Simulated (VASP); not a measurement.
Set up this calculation in VASP 6.6.1, as the native input.

```
Task                   : single point
Functional             : r2SCAN
Potentials or basis    : VASP PAW PBE potentials, release 64 (Mo_sv, H)
Cutoff                 : 520 eV
k mesh                 : 10 × 10 × 1
Occupations            : gaussian, width 0.1 eV
Spin                   : no spin polarisation
Dipole correction      : yes
Further INCAR settings : ALGO = Normal; EDIFF = 1e-06; NBANDS = 30
```

System: Mo3H, a slab with vacuum.

```xyz
4
Lattice="2.7283 0.0000 0.0000 -0.9094 2.5723 0.0000 0.0000 0.0000 19.7934" Properties=species:S:1:pos:R:3 pbc="T T T"
Mo    0.9094    1.2862    4.0000
Mo    0.0000    0.0000    6.1468
Mo    0.9094    1.2862    8.2934
H     0.9094    1.2862   10.0160
```

The input as run:

POSCAR

```
Mo3H
1.0
    2.7283492377      0.0000000000      0.0000000000
   -0.9094497459      2.5723123299      0.0000000000
    0.0000000000      0.0000000000     19.7934267932
Mo H
3 1
Direct
    0.5000000000      0.5000000000      0.2020872910
    0.0000000000      0.0000000000      0.3105456183
    0.5000000000      0.5000000000      0.4189990384
    0.5000000000      0.5000000000      0.5060274408
```

INCAR.step1

```
SYSTEM = Mo3H
  PREC = Accurate
  ENCUT = 520
  ISMEAR = 0
  SIGMA = 0.1
  LREAL = .FALSE.
  LASPH = .TRUE.
  NELM = 60
  LDIPOL = .TRUE.
  IDIPOL = 3
  DIPOL = 0.5 0.5 0.359
  NBANDS = 30
  GGA = PE
  ALGO = Normal
  EDIFF = 1E-4
  LWAVE = .TRUE.
  LCHARG = .FALSE.
```

INCAR.step2

```
SYSTEM = Mo3H
  PREC = Accurate
  ENCUT = 520
  EDIFF = 1E-6
  ISMEAR = 0
  SIGMA = 0.1
  LREAL = .FALSE.
  LASPH = .TRUE.
  NELM = 60
  ALGO = Normal
  ISIF = 2
  LWAVE = .FALSE.
  LCHARG = .TRUE.
  LDIPOL = .TRUE.
  IDIPOL = 3
  DIPOL = 0.5 0.5 0.359
  METAGGA = R2SCAN
  LMIXTAU = .TRUE.
  LELF = .TRUE.
  LVHAR = .TRUE.
  LVACPOTAV = .TRUE.
  NBANDS = 30
  ISTART = 1
```

KPOINTS

```
Automatic mesh
0
G
  10 10 1
  0 0 0
```

Potentials or basis: VASP PAW PBE potentials, release 64 (Mo_sv, H).

The run is started by

```bash
$ cat potpaw_PBE.64/Mo_sv/POTCAR potpaw_PBE.64/H/POTCAR > POTCAR
$ cp INCAR.step1 INCAR
$ mpirun -np 1 vasp_std > vasp.out
$ cp INCAR.step2 INCAR
$ mpirun -np 1 vasp_std > vasp.out
```

Results of the run:

The largest force is 1.184 eV/Å and the band gap on the k mesh is zero (an odd number of electrons rules out a gap without spin polarisation).

Caveat: the PAW data sets were made with another functional, which shifts forces and pressure a little.

Run time: 6.5 min on 1 thread of AMD EPYC 9R45 96-Core Processor (Zen 5), on a shared host, peak memory 0.28 GiB.
